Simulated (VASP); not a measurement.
A run of VASP 6.6.1:

File INCAR:

```
PREC = Accurate
ENCUT = 520
EDIFF = 1E-6
ISMEAR = -1
SIGMA = 0.05
LREAL = False
LASPH = True
NELM = 150
ALGO = Normal
ISIF = 2
LWAVE = False
LCHARG = False
ISPIN = 2
MAGMOM = 1 1 1
LORBIT = 11
LMAXMIX = 4
GGA = PE
NBANDS = 26
```

File KPOINTS:

```
Automatic mesh
0
Gamma
  19 19 7
```

POSCAR

```
Ni
1.0
    0.0000000000      1.7593077394     -1.7593077394
   -1.7593077394      0.0000000000      1.7593077394
    3.5186154789      3.5186154789      3.5186154789
Ni
3
Direct
    0.0000000000      0.0000000000      0.0000000000
    0.3333333330      0.6666666670      0.3333333330
    0.6666666670      0.3333333330      0.6666666670
```

Potentials or basis: VASP PAW PBE potentials, release 64 (Ni).

Launch:

```sh
$ cat potpaw_PBE.64/Ni/POTCAR > POTCAR
$ mpirun -np 1 vasp_std > vasp.out
```

Hardware: 1 thread of Intel(R) Xeon(R) Platinum 8488C (Sapphire Rapids), on a shared host.

Q: Estimate the wall time of this run.

A: Wall time 3.6 min on 1 thread of Intel(R) Xeon(R) Platinum 8488C (Sapphire Rapids) (shared host), peak memory 0.37 GiB. Counts: scf iterations 13, k points 250.
